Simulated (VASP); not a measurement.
# Be (P6_3/mmc) in VASP: a series of runs

Runs on Be. Level: PBEsol. Tasks: single point, relaxation of cell and atoms.

Program: VASP 6.6.1. These are calculated values, not measurements. Logs are shortened: lines on timing, memory, paths and dates and some standing lists are left out, and cuts for length are marked.

**1. The cell of the first run**

Symmetry: P6_3/mmc, No. 194, hexagonal system. The conventional cell has a = 2.254 Å, b = 2.254 Å, c = 3.561 Å, α = 90.00°, β = 90.00°, γ = 120.00°. Be (site symmetry -6m2) has 12 Be at 2.21 to 2.25 Å within 2.9 Å.

**2. Single point, PBEsol**

INCAR

```
SYSTEM = Be
PREC     = Accurate       ! precision mode
ENCUT    = 520            ! plane-wave cutoff, eV
EDIFF    = 1E-6           ! SCF threshold, eV
ISMEAR   = -1             ! smearing method
SIGMA    = 0.05           ! smearing width, eV
LREAL    = .False.        ! projectors in reciprocal space
LASPH    = .True.         ! aspherical terms in the spheres
NELM     = 100            ! most SCF steps
ALGO     = Normal         ! electronic algorithm
ISIF     = 2              ! what is computed and relaxed
LWAVE    = .False.        ! write WAVECAR
LCHARG   = .False.        ! write CHGCAR
GGA      = PS             ! functional
NBANDS   = 9              ! bands
```

KPOINTS

```
Automatic mesh
0
Gamma
  22 22 12
  0 0 0
```

POSCAR

```
Be
1.0
    2.2540200125      0.0000000000      0.0000000000
   -1.1270100062      1.9520385914      0.0000000000
    0.0000000000      0.0000000000      3.5607345426
Be
2
Direct
    0.3333333333      0.6666666667      0.2500000000
    0.6666666667      0.3333333333      0.7500000000
```

Potentials or basis: VASP PAW PBE potentials, release 64 (Be).

Started as:

```
> cat potpaw_PBE.64/Be/POTCAR > POTCAR
> mpirun -np 1 vasp_std > vasp.out
```

OUTCAR:

```text
SYSTEM = Be
   PREC = Accurate
   ENCUT = 520
   EDIFF = 1E-6
   ISMEAR = -1
   LREAL = .False.
   LASPH = .True.
   NELM = 100
   ISIF = 2
   GGA = PS

 ion  position               nearest neighbor table
   1  0.333  0.667  0.250-   2 2.21   2 2.21   2 2.21   2 2.21   2 2.21   2 2.21
   2  0.667  0.333  0.750-   1 2.21   1 2.21   1 2.21   1 2.21   1 2.21   1 2.21

  LATTYP: Found a hexagonal cell.
 ALAT       =     2.2540200125
 C/A-ratio  =     1.5797262326

  Lattice vectors:

 A1 = (   2.2540200125,   0.0000000000,   0.0000000000)
 A2 = (  -1.1270100062,   1.9520385914,   0.0000000000)
 A3 = (   0.0000000000,   0.0000000000,   3.5607345426)

Analysis of symmetry for initial positions (statically):
=====================================================================
 Subroutine PRICEL returns:
 Original cell was already a primitive cell.

 Routine SETGRP: Setting up the symmetry group for a
 hexagonal supercell.

 Subroutine GETGRP returns: Found 24 space group operations
 (whereof 12 operations were pure point group operations)
 out of a pool of 24 trial point group operations.

The static configuration has the point symmetry D_3d.
 The point group associated with its full space group is D_6h.

Analysis of symmetry for dynamics (positions and initial velocities):
=====================================================================
 Subroutine PRICEL returns:
 Original cell was already a primitive cell.

 Routine SETGRP: Setting up the symmetry group for a
 hexagonal supercell.

 Subroutine GETGRP returns: Found 24 space group operations
 (whereof 12 operations were pure point group operations)
 out of a pool of 24 trial point group operations.

The dynamic configuration has the point symmetry D_3d.
 The point group associated with its full space group is D_6h.

 Subroutine INISYM returns: Found 24 space group operations
 (whereof 12 operations are pure point group operations),
 and found     1 'primitive' translations

----------------------------------------------------------------------------------------

                                     Primitive cell

  volume of cell :      15.6670

  direct lattice vectors                    reciprocal lattice vectors
     2.254020012  0.000000000  0.000000000     0.443651784  0.256142477  0.000000000
    -1.127010006  1.952038591  0.000000000     0.000000000  0.512284954  0.000000000
     0.000000000  0.000000000  3.560734543     0.000000000  0.000000000  0.280840930

  length of vectors
     2.254020012  2.254020012  3.560734543     0.512284954  0.512284954  0.280840930

  position of ions in fractional coordinates (direct lattice)
     0.333333333  0.666666667  0.250000000
     0.666666667  0.333333333  0.750000000

  ion indices of the primitive-cell ions
   primitive index   ion index
                 1           1
                 2           2

----------------------------------------------------------------------------------------

 KPOINTS: Automatic mesh

Automatic generation of k-mesh.
 Grid dimensions read from file:
 generate k-points for:   22   22   12

 Generating k-lattice:

  Cartesian coordinates                     Fractional coordinates (reciprocal lattice)
     0.020165990  0.011642840  0.000000000     0.045454545  0.000000000  0.000000000
     0.000000000  0.023285680  0.000000000     0.000000000  0.045454545  0.000000000
     0.000000000  0.000000000  0.023403411     0.000000000  0.000000000  0.083333333

  Length of vectors
     0.023285680  0.023285680  0.023403411

  Shift w.r.t. Gamma in fractional coordinates (k-lattice)
     0.000000000  0.000000000  0.000000000

 Subroutine IBZKPT returns following result:
 ===========================================

 Found    364 irreducible k-points:

 Following reciprocal coordinates:
            Coordinates               Weight
  0.000000  0.000000  0.000000      1.000000
  0.045455 -0.000000  0.000000      6.000000
  0.090909 -0.000000  0.000000      6.000000
  0.136364 -0.000000  0.000000      6.000000
  0.181818 -0.000000  0.000000      6.000000
  0.227273  0.000000  0.000000      6.000000
[... 16 lines left out ...]
  0.090909  0.090909  0.000000      6.000000
  0.136364  0.090909  0.000000     12.000000
 [... further k-points ...]
   k-points           NKPTS =    364   k-points in BZ     NKDIM =    364   number of bands    NBANDS=      9
   number of dos      NEDOS =    301   number of ions     NIONS =      2
   total plane-waves  NPLWV =   9072
   dimension x,y,z NGX =    18 NGY =   18 NGZ =   28
   dimension x,y,z NGXF=    36 NGYF=   36 NGZF=   56
   ions per type =               2
   NGX,Y,Z   is equivalent  to a cutoff of  13.28, 13.28, 13.07 a.u.
   NGXF,Y,Z  is equivalent  to a cutoff of  26.55, 26.55, 26.15 a.u.
 SYSTEM =  Be
   PREC   = accura    normal or accurate (medium, high low for compatibility)
   ISTART =      0    job   : 0-new  1-cont  2-samecut
   ICHARG =      2    charge: 1-file 2-atom 10-const
   ISPIN  =      1    spin polarized calculation?
   LNONCOLLINEAR =      F non collinear calculations
   LSORBIT =      F    spin-orbit coupling
   LASPH  =      T    aspherical Exc in radial PAW
   ENCUT  =  520.0 eV  38.22 Ry    6.18 a.u.   4.19  4.19  6.62*2*pi/ulx,y,z
   NELM   =    100;   NELMIN=  2; NELMDL= -5     # of ELM steps
   EDIFF  = 0.1E-05   stopping-criterion for ELM
   LREAL  =      F    real-space projection
   EDIFFG = 0.1E-04   stopping-criterion for IOM
   NSW    =      0    number of steps for IOM
   IBRION =     -1    ionic relax: 0-MD 1-quasi-New 2-CG
   NFREE  =      0    steps in history (QN), initial steepest desc. (CG)
   ISIF   =      2    stress and relaxation
   ISYM   =      2    0-nonsym 1-usesym 2-fastsym
   POTIM  = 0.5000    time-step for ionic-motion
   TEBEG  =    0.0;   TEEND  =   0.0 temperature during run
   PSTRESS=    0.0 pullay stress
   NELECT =       4.0000    total number of electrons
   NUPDOWN=      -1.0000    fix difference up-down
   EMIN   =  10.00;   EMAX   =-10.00  energy-range for DOS
   EFERMI =   0.00;   METHOD = LEGACY
   ISMEAR =    -1;   SIGMA  =   0.05  broadening in eV -4-tet -1-fermi 0-gaus
   EFERMI_NEDOS =   21; number of points for ismear=-14 and -15
   IALGO  =     38    algorithm
   IMIX   =      4    mixing-type and parameters
     AMIX     =   0.40;   BMIX     =  1.00
     AMIX_MAG =   1.60;   BMIX_MAG =  1.00
  volume/ion in A,a.u.               =       7.83        52.86
  Fermi-wavevector in a.u.,A,eV,Ry     =   1.038563  1.962600 14.675426  1.078613
  Thomas-Fermi vector in A             =   2.173053
   LORBIT       =      0    0 simple, 1 ext, 2 COOP (PROOUT), +10 PAW based schemes
   GGA     = PS    functional components
   LHFCALC =     F    Hartree Fock is set to
   AEXX    =    0.0000 exact exchange contribution
   IVDW    =     0    specifies the selected vdW correction
   LEPSILON=     F    determine dielectric tensor
   LRPA    =     F    only Hartree local field effects (RPA)
 non-spin polarized calculation
  energy-cutoff  :      520.00
  volume of cell :       15.67
 maximum number of plane-waves:       446
 NGX is ok and might be reduce to    18
   NGX =  9   NGY =  9   NGZ = 13

 number of electron       4.0000000 magnetization

 Free energy of the ion-electron system (eV)
  ---------------------------------------------------
  ext. energy  EPLUGINS =         0.00000000
  ---------------------------------------------------
  free energy    TOTEN  =        -7.99769352 eV

  energy without entropy =       -7.99669118  energy(sigma->0) =       -7.99719235

 E-fermi :   7.2575     XC(G=0): -10.6385

 val. band max:        7.2541850391   @ k =   0.2727   0.2727   0.0833
 cond. band min:       7.2980129389   @ k =   0.2273   0.1818   0.0000
 fundamental gap:      0.0438278998
 Fermi energy:         7.2574827357

 k-point     1 :       0.0000    0.0000    0.0000
  band No.  band energies     occupation
      1      -4.3033      2.00000
      2       2.5677      2.00000
      3       8.1938      0.00000
      4      23.2671      0.00000
      5      23.2671      0.00000
      6      26.1140      0.00000
      7      26.1140      0.00000
      8      28.1084      0.00000
      9      34.3882      0.00000

 k-point     2 :       0.0455   -0.0000    0.0000
  band No.  band energies     occupation
      1      -4.2437      2.00000
      2       2.6463      2.00000
      3       8.2110      0.00000
      4      22.7553      0.00000
      5      22.8686      0.00000
      6      26.1217      0.00000
      7      26.3350      0.00000
      8      28.0027      0.00000
      9      33.2887      0.00000

 k-point     3 :       0.0909   -0.0000    0.0000
  band No.  band energies     occupation
      1      -4.0650      2.00000
      2       2.8820      2.00000
      3       8.2601      0.00000
      4      21.4385      0.00000
      5      22.0018      0.00000
      6      26.1019      0.00000
      7      26.6422      0.00000
      8      27.6466      0.00000
      9      31.5885      0.00000

 k-point     4 :       0.1364   -0.0000    0.0000
  band No.  band energies     occupation
      1      -3.7669      2.00000
      2       3.2743      2.00000
      3       8.3319      0.00000
      4      19.7036      0.00000
      5      21.0176      0.00000
      6      25.9761      0.00000
      7      26.6822      0.00000
      8      26.9292      0.00000
      9      29.7603      0.00000
[... 205 lines left out ...]
 k-point    22 :       0.4545    0.0455    0.0000
  band No.  band energies     occupation
      1       1.9137      2.00000
      2       4.2078      2.00000
      3      10.5718      0.00000
      4      13.8010      0.00000
      5      13.8894      0.00000
      6      15.4623      0.00000
      7      18.3379      0.00000
      8      24.0612      0.00000
      9      27.3177      0.00000

 k-point    23 :       0.0909    0.0909    0.0000
  band No.  band energies     occupation
      1      -3.5878      2.00000
      2       3.5094      2.00000
      3       8.3753      0.00000
      4      19.2871      0.00000
      5      19.8678      0.00000
      6      25.9956      0.00000
      7      26.3701      0.00000
      8      26.5263      0.00000
      9      30.4399      0.00000

 k-point    24 :       0.1364    0.0909    0.0000
  band No.  band energies     occupation
      1      -3.1697      2.00000
      2       4.0567      2.00000
      3       8.4504      0.00000
      4      17.5772      0.00000
      5      18.8673      0.00000
      6      25.4220      0.00000
      7      25.5236      0.00000
      8      25.8708      0.00000
      9      29.7312      0.00000

 [... further k-points ...]
[... 5 lines left out ...]
  --------------------------------------------------------------------------------------
  -------------------------------------------------------------------------------------
  Total        0.0338767      0.0338767      0.0408439      0.0000000      0.0000000     -0.0000000
  in kB        3.4643842      3.4643842      4.1768828      0.0000000      0.0000000     -0.0000000
  external PRESSURE =       3.7018838 kB  Pullay stress =       0.0000000 kB

 VOLUME and BASIS-vectors are now :
 -----------------------------------------------------------------------------
  energy-cutoff  :      520.00
  volume of cell :       15.67
      direct lattice vectors                 reciprocal lattice vectors
     2.254020012  0.000000000  0.000000000     0.443651784  0.256142477  0.000000000
    -1.127010006  1.952038591  0.000000000     0.000000000  0.512284954  0.000000000
     0.000000000  0.000000000  3.560734543     0.000000000  0.000000000  0.280840930

 POSITION                                       TOTAL-FORCE (eV/Angst)
 -----------------------------------------------------------------------------------
     -0.00000      1.30136      0.89018        -0.000000     -0.000000      0.000000
      1.12701      0.65068      2.67055         0.000000      0.000000      0.000000
 -----------------------------------------------------------------------------------
    total drift:                                0.000000     -0.000000      0.000000

  FREE ENERGIE OF THE ION-ELECTRON SYSTEM (eV)
  ---------------------------------------------------
  free  energy   TOTEN  =        -7.9976935242 eV

  energy  without entropy=       -7.9966911801  energy(sigma->0) =       -7.99719235
```

Wall time 26 s (1 thread of Oxide Virtual Turin-like, shared host); peak memory 0.12 GiB.

What came out:

| Property | Result |
| --- | --- |
| Free energy | -7.9977 eV |
| Pressure | 0.4 GPa |
| Band gap on the k mesh | zero (band 2 reaches 8.22 eV, above the bottom of band 3 at 6.28 eV) |

Caveat: the PAW data sets were made with another functional, which shifts forces and pressure a little.

**3. Relaxation of cell and atoms, PBEsol**

This run uses another cell than the first one, of 8.11 Å³/atom, 1.035 times its volume.

INCAR

```
SYSTEM = Be
ALGO = Normal ; EDIFF = 1E-7
EDIFFG = -0.002 ; ENCUT = 600
GGA = PS ; IBRION = 2
ISIF = 3 ; ISMEAR = -1
LASPH = .True. ; LCHARG = .False.
LREAL = .False. ; LWAVE = .False.
NELM = 80 ; NSW = 100
PREC = Accurate ; SIGMA = 0.05
```

KPOINTS

```
k-points
0
Gamma
  22 22 12
  0 0 0
```

POSCAR

```
Be
1.0
    2.2853000000      0.0000000000      0.0000000000
   -1.1426500000      1.9791278553      0.0000000000
    0.0000000000      0.0000000000      3.5842000000
Be
2
Direct
    0.3333333333      0.6666666667      0.2500000000
    0.6666666667      0.3333333333      0.7500000000
```

Potentials or basis: VASP PAW PBE potentials, release 64 (Be).

Started as:

```
> cat potpaw_PBE.64/Be/POTCAR > POTCAR
> mpirun -np 1 vasp_std > vasp.out
```

Wall time 71 s (1 thread of Oxide Virtual Turin-like, shared host); peak memory 0.12 GiB.

The run converged. Its results:

* Free energy: -7.9978 eV
* Relaxed volume: 7.86 Å³/atom
* Relaxed cell: a = 2.256 Å, b = 2.256 Å, c = 3.564 Å, α = 90.00°, β = 90.00°, γ = 120.00°
* Space group after relaxing (to 0.05 Å): P6_3/mmc (No. 194)
* Energy gained by relaxing: 3.1 meV/atom
* Ionic steps: 7
* Pressure after relaxing: 0.0 GPa
* Band gap on the k mesh: zero (band 2 reaches 8.19 eV, above the bottom of band 3 at 6.26 eV)

Step by step:
```
step  energy change (eV)  largest force (eV/Å)  pressure (GPa)  volume (Å³)
   1              0.0000                0.0000           -3.60        16.21
   2             -0.0061                0.0000           -0.56        15.79
   3             -0.0062                0.0000            0.05        15.71
   4             -0.0062                0.0000            0.12        15.70
   5             -0.0062                0.0000            0.07        15.70
   6             -0.0062                0.0000            0.06        15.70
   7             -0.0063                0.0000            0.01        15.71
```

Final structure:
```xyz
2
Lattice="2.2561 0.0000 0.0000 -1.1281 1.9538 0.0000 0.0000 0.0000 3.5643" Properties=species:S:1:pos:R:3 pbc="T T T"
Be    0.0000    1.3026    0.8911
Be    1.1281    0.6513    2.6732
```

Levels at points of the mesh, in eV from the Fermi level:
| k point | band 1 | band 2 | band 3 | band 4 | band 5 | band 6 |
| --- | --- | --- | --- | --- | --- | --- |
| (0.00, 0.00, 0.00) | -11.55 | -4.68 | 0.92 | 15.97 | 15.97 | 18.82 |
| (0.50, 0.00, 0.00) | -5.21 | -3.29 | 3.47 | 6.32 | 6.59 | 9.33 |
| (0.00, 0.00, 0.50) | -9.39 | -9.39 | 10.50 | 10.50 | 17.62 | 17.62 |
| (0.50, 0.00, 0.50) | -3.82 | -3.82 | 1.44 | 1.44 | 11.94 | 11.94 |

Caveat: the PAW data sets were made with another functional, which shifts forces and pressure a little.
